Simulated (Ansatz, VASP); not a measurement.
## Two plane-wave programs on ZnS

```
Zn S
1.0
     0.00000    2.64838    2.64838
     2.64838    0.00000    2.64838
     2.64838    2.64838    0.00000
Zn S
1 1
Direct
  0.00000 0.00000 0.00000
  0.75000 0.75000 0.75000
```

Alike in both runs: functional LDA; k mesh 12 × 12 × 12; occupations gaussian, width 0.02 eV; no spin polarisation.

Ansatz relaxed the structure, and its values are those at the end. VASP's run is a single point on that final structure, the one shown.

|  | VASP | Ansatz |
| --- | --- | --- |
| version | VASP 6.6.1 | Ansatz 0.2.0 |
| potentials or method | VASP PAW LDA potentials, release 64 (Zn, S), cutoff 520 eV | scalar-relativistic, plane waves, PAW |
| valence electrons in the cell | 18 | 18 |

|  | VASP | Ansatz | Ansatz less VASP |
| --- | --- | --- | --- |
| gap on the k mesh at the Fermi level (eV) | 2.16 | 2.12 | -0.041 |
| least direct gap on the mesh (eV) | 2.16 | 2.12 | -0.041 |
| pressure (GPa) | 0.3 | 0.0 | -0.27 |

Ansatz warns that its potentials were made for another functional, while VASP's fit it. LDA's correlation is that of Perdew and Zunger in VASP and of Perdew and Wang (1992) in Ansatz.
